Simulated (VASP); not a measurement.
# BN in VASP: a series of runs, part 2 of 2

VASP 6.6.1.

## (3) Single point, HSE06 (strain +4.0%)

The input, POSCAR:

```
BN
1.0
    2.6457080014      0.0000000000      0.0000000000
   -1.3228540007      2.2912503402      0.0000000000
    0.0000000000      0.0000000000      4.3761279497
B N
2 2
Direct
    0.3333333333      0.6666666667     -0.0003370437
    0.6666666667      0.3333333333      0.4996629563
    0.3333333333      0.6666666667      0.3753370437
    0.6666666667      0.3333333333      0.8753370437
```

The input, INCAR.step1:

```
SYSTEM = BN
PREC = Accurate ; ENCUT = 520
EDIFF = 1E-5 ; ISMEAR = 0
SIGMA = 0.01 ; LREAL = .False.
LASPH = .True. ; NELM = 60
ALGO = Normal ; ISIF = 2
LWAVE = .True. ; LCHARG = .False.
NBANDS = 16 ; GGA = PE
```

The input, INCAR.step2:

```
SYSTEM = BN
PREC = Accurate ; ENCUT = 520
EDIFF = 1E-7 ; ISMEAR = 0
SIGMA = 0.01 ; LREAL = .False.
LASPH = .True. ; NELM = 60
ALGO = Normal ; ISIF = 2
LWAVE = .False. ; LCHARG = .False.
GGA = PE ; LHFCALC = .True.
HFSCREEN = 0.2079 ; PRECFOCK = Normal
NBANDS = 16 ; ISTART = 1
```

The input, KPOINTS:

```
Automatic mesh
0
Gamma
  9 9 4
  0 0 0
```

Potentials or basis: VASP PAW PBE potentials, release 64 (B, N).

Run with:

```sh
$ cat potpaw_PBE.64/B/POTCAR potpaw_PBE.64/N/POTCAR > POTCAR
$ cp INCAR.step1 INCAR
$ mpirun -np 1 vasp_std > vasp.out
$ cp INCAR.step2 INCAR
$ mpirun -np 1 vasp_std > vasp.out
```

OUTCAR:

```text
SYSTEM = BN
   PREC = Accurate
   ENCUT = 520
   EDIFF = 1E-7
   ISMEAR = 0
   LREAL = .False.
   LASPH = .True.
   NELM = 60
   ISIF = 2
   GGA = PE
   LHFCALC = .True.
   HFSCREEN = 0.2079
   PRECFOCK = Normal
   ISTART = 1

 ion  position               nearest neighbor table
   1  0.333  0.667  1.000-   4 1.62   4 1.62   4 1.62   3 1.64
   2  0.667  0.333  0.500-   3 1.62   3 1.62   3 1.62   4 1.64
   3  0.333  0.667  0.375-   2 1.62   2 1.62   2 1.62   1 1.64
   4  0.667  0.333  0.875-   1 1.62   1 1.62   1 1.62   2 1.64

  LATTYP: Found a hexagonal cell.
 ALAT       =     2.6457080014
 C/A-ratio  =     1.6540479703

  Lattice vectors:

 A1 = (   2.6457080014,   0.0000000000,   0.0000000000)
 A2 = (  -1.3228540007,   2.2912503402,   0.0000000000)
 A3 = (   0.0000000000,   0.0000000000,   4.3761279497)

Analysis of symmetry for initial positions (statically):
=====================================================================
 Subroutine PRICEL returns:
 Original cell was already a primitive cell.

 Routine SETGRP: Setting up the symmetry group for a
 hexagonal supercell.

 Subroutine GETGRP returns: Found 12 space group operations
 (whereof  6 operations were pure point group operations)
 out of a pool of 24 trial point group operations.

The static configuration has the point symmetry C_3v.
 The point group associated with its full space group is C_6v.

Analysis of symmetry for dynamics (positions and initial velocities):
=====================================================================
 Subroutine PRICEL returns:
 Original cell was already a primitive cell.

 Routine SETGRP: Setting up the symmetry group for a
 hexagonal supercell.

 Subroutine GETGRP returns: Found 12 space group operations
 (whereof  6 operations were pure point group operations)
 out of a pool of 24 trial point group operations.

The dynamic configuration has the point symmetry C_3v.
 The point group associated with its full space group is C_6v.

 Subroutine INISYM returns: Found 12 space group operations
 (whereof  6 operations are pure point group operations),
 and found     1 'primitive' translations

----------------------------------------------------------------------------------------

                                     Primitive cell

  volume of cell :      26.5280

  direct lattice vectors                    reciprocal lattice vectors
     2.645708001  0.000000000  0.000000000     0.377970660  0.218221462  0.000000000
    -1.322854001  2.291250340  0.000000000     0.000000000  0.436442925  0.000000000
     0.000000000  0.000000000  4.376127950     0.000000000  0.000000000  0.228512514

  length of vectors
     2.645708001  2.645708001  4.376127950     0.436442925  0.436442925  0.228512514

  position of ions in fractional coordinates (direct lattice)
     0.333333333  0.666666667  0.999662956
     0.666666667  0.333333333  0.499662956
     0.333333333  0.666666667  0.375337044
     0.666666667  0.333333333  0.875337044

  ion indices of the primitive-cell ions
   primitive index   ion index
                 1           1
[... 55 lines left out ...]
  0.333333  0.333333  0.250000      4.000000
 [... further k-points ...]
   k-points           NKPTS =     36   k-points in BZ     NKDIM =    324   number of bands    NBANDS=     16
   number of dos      NEDOS =    301   number of ions     NIONS =      4
   total plane-waves  NPLWV =  14400
   dimension x,y,z NGX =    20 NGY =   20 NGZ =   36
   dimension x,y,z NGXF=    40 NGYF=   40 NGZF=   72
   ions per type =               2   2
   NGX,Y,Z   is equivalent  to a cutoff of  12.57, 12.57, 13.68 a.u.
   NGXF,Y,Z  is equivalent  to a cutoff of  25.13, 25.13, 27.35 a.u.
 SYSTEM =  BN
   PREC   = accura    normal or accurate (medium, high low for compatibility)
   ISTART =      1    job   : 0-new  1-cont  2-samecut
   ICHARG =      0    charge: 1-file 2-atom 10-const
   ISPIN  =      1    spin polarized calculation?
   LNONCOLLINEAR =      F non collinear calculations
   LSORBIT =      F    spin-orbit coupling
   LASPH  =      T    aspherical Exc in radial PAW
   ENCUT  =  520.0 eV  38.22 Ry    6.18 a.u.   4.92  4.92  8.14*2*pi/ulx,y,z
   NELM   =     60;   NELMIN=  2; NELMDL=  0     # of ELM steps
   EDIFF  = 0.1E-06   stopping-criterion for ELM
   LREAL  =      F    real-space projection
   EDIFFG = 0.1E-05   stopping-criterion for IOM
   NSW    =      0    number of steps for IOM
   IBRION =     -1    ionic relax: 0-MD 1-quasi-New 2-CG
   NFREE  =      0    steps in history (QN), initial steepest desc. (CG)
   ISIF   =      2    stress and relaxation
   ISYM   =      3    0-nonsym 1-usesym 2-fastsym
   POTIM  = 0.5000    time-step for ionic-motion
   TEBEG  =    0.0;   TEEND  =   0.0 temperature during run
   PSTRESS=    0.0 pullay stress
   NELECT =      16.0000    total number of electrons
   NUPDOWN=      -1.0000    fix difference up-down
   EMIN   =  10.00;   EMAX   =-10.00  energy-range for DOS
   EFERMI =   0.00;   METHOD = LEGACY
   ISMEAR =     0;   SIGMA  =   0.01  broadening in eV -4-tet -1-fermi 0-gaus
   EFERMI_NEDOS =   21; number of points for ismear=-14 and -15
   IALGO  =     38    algorithm
   IMIX   =      1    mixing-type and parameters
     AMIX     =   0.40;   BMIX     =  1.00
     AMIX_MAG =   1.60;   BMIX_MAG =  1.00
  volume/ion in A,a.u.               =       6.63        44.75
  Fermi-wavevector in a.u.,A,eV,Ry     =   1.383184  2.613839 26.030644  1.913198
  Thomas-Fermi vector in A             =   2.507806
   LORBIT       =      0    0 simple, 1 ext, 2 COOP (PROOUT), +10 PAW based schemes
   GGA     = PE    functional components
   LHFCALC =     T    Hartree Fock is set to
   PRECFOCK=normal    Normal, Fast or Accurate (Low or Medium for compatibility)
   ENCUT4O =  -1.0   cutoff for four orbital integrals eV
   NKREDX  =     1    reduce k-point grid by
   NKREDY  =     1    reduce k-point grid by
   NKREDZ  =     1    reduce k-point grid by
   AEXX    =    0.2500 exact exchange contribution
   HFSCREEN=    0.2079 screening length (either q_TF or 0.3 A-1)
   HFSCREENC=   0.2079 screening length for correlation (either q_TF or 0.3 A-1)
   ENCUTFOCK=  -1.0 apply spherical cutoff to Coloumb kernel
   IVDW    =     0    specifies the selected vdW correction
   LEPSILON=     F    determine dielectric tensor
   LRPA    =     F    only Hartree local field effects (RPA)
 non-spin polarized calculation
 Gauss-broadening in eV      SIGMA  =   0.01
  energy-cutoff  :      520.00
  volume of cell :       26.53
 maximum number of plane-waves:       756
 NGX is ok and might be reduce to    20
  NGX = 16; NGY = 16; NGZ = 28

 number of electron      15.9999998 magnetization

 Free energy of the ion-electron system (eV)
  ---------------------------------------------------
  ext. energy  EPLUGINS =         0.00000000
  ---------------------------------------------------
  free energy    TOTEN  =       -40.14064563 eV

  energy without entropy =      -40.14064563  energy(sigma->0) =      -40.14064563

 E-fermi :   5.4186     XC(G=0): -10.0463

 val. band max:        5.3306962864   @ k =   0.0000   0.0000   0.0000
 cond. band min:      12.0417770399   @ k =   0.3333   0.3333   0.0000
 fundamental gap:      6.7110807534
 Fermi energy:         5.4186472510

 k-point     1 :       0.0000    0.0000    0.0000
  band No.  band energies     occupation
      1     -15.5976      2.00000
      2     -11.7010      2.00000
      3      -5.3842      2.00000
      4       3.2953      2.00000
      5       3.2953      2.00000
      6       5.1752      2.00000
[... 433 lines left out ...]
      3      -3.1004      2.00000
      4      -2.9888      2.00000
      5      -2.9888      2.00000
      6      -0.6246      2.00000
[... 8 lines left out ...]
     15      22.2609      0.00000
     16      22.2609      0.00000

 [... further k-points ...]

------------------------ aborting loop because EDIFF is reached ----------------------------------------

  FORCE on cell =-STRESS in cart. coord.  units (eV):
  Direction    XX          YY          ZZ          XY          YZ          ZX
  --------------------------------------------------------------------------------------
  -------------------------------------------------------------------------------------
  Total       -6.7556203     -6.7556203     -6.8369171      0.0000000      0.0000000     -0.0000000
  in kB     -408.0105107   -408.0105107   -412.9204869      0.0000000      0.0000000     -0.0000000
  external PRESSURE =    -409.6471695 kB  Pullay stress =       0.0000000 kB

 VOLUME and BASIS-vectors are now :
 -----------------------------------------------------------------------------
  energy-cutoff  :      520.00
  volume of cell :       26.53
      direct lattice vectors                 reciprocal lattice vectors
     2.645708001  0.000000000  0.000000000     0.377970660  0.218221462  0.000000000
    -1.322854001  2.291250340  0.000000000     0.000000000  0.436442925  0.000000000
     0.000000000  0.000000000  4.376127950     0.000000000  0.000000000  0.228512514

 POSITION                                       TOTAL-FORCE (eV/Angst)
 -----------------------------------------------------------------------------------
     -0.00000      1.52750      4.37465        -0.000000      0.000000     -0.004299
      1.32285      0.76375      2.18659         0.000000     -0.000000     -0.004299
     -0.00000      1.52750      1.64252         0.000000      0.000000      0.004299
      1.32285      0.76375      3.83059        -0.000000     -0.000000      0.004299
 -----------------------------------------------------------------------------------
    total drift:                                0.000000      0.000000     -0.000012

  FREE ENERGIE OF THE ION-ELECTRON SYSTEM (eV)
  ---------------------------------------------------
  free  energy   TOTEN  =       -40.1406456321 eV

  energy  without entropy=      -40.1406456321  energy(sigma->0) =      -40.14064563
```

Wall time 1.7 h (1 thread of Oxide Virtual Turin-like, shared host); peak memory 0.23 GiB.

Results:

| Item | Value |
| --- | --- |
| Free energy | -40.1406 eV |
| Pressure | -41.0 GPa |
| Largest force | 0.004 eV/Å |
| Band gap on the k mesh | 6.71 eV (least direct gap 9.29 eV) |

Forces on the atoms (eV/Å):
```
B    0.000  0.000 -0.004
B    0.000  0.000 -0.004
N    0.000  0.000  0.004
N    0.000  0.000  0.004
```

Levels at points of the mesh, in eV from the valence-band top:
```csv
k point,band 6,band 7,band 8,band 9,band 10,band 11
"(0.00, 0.00, 0.00)",-0.16,0.00,0.00,9.47,9.59,9.59
"(0.00, 0.00, 0.50)",-1.12,-1.12,-1.12,10.06,10.06,11.08
```

Caveat: the cell differs from its parent crystal (strain +4.0%); the cell stands under tension; the structure was generated, so it needn't be the stable form of BN; the PAW data sets were made with another functional, which shifts forces and pressure a little. A k mesh can miss the band edges.
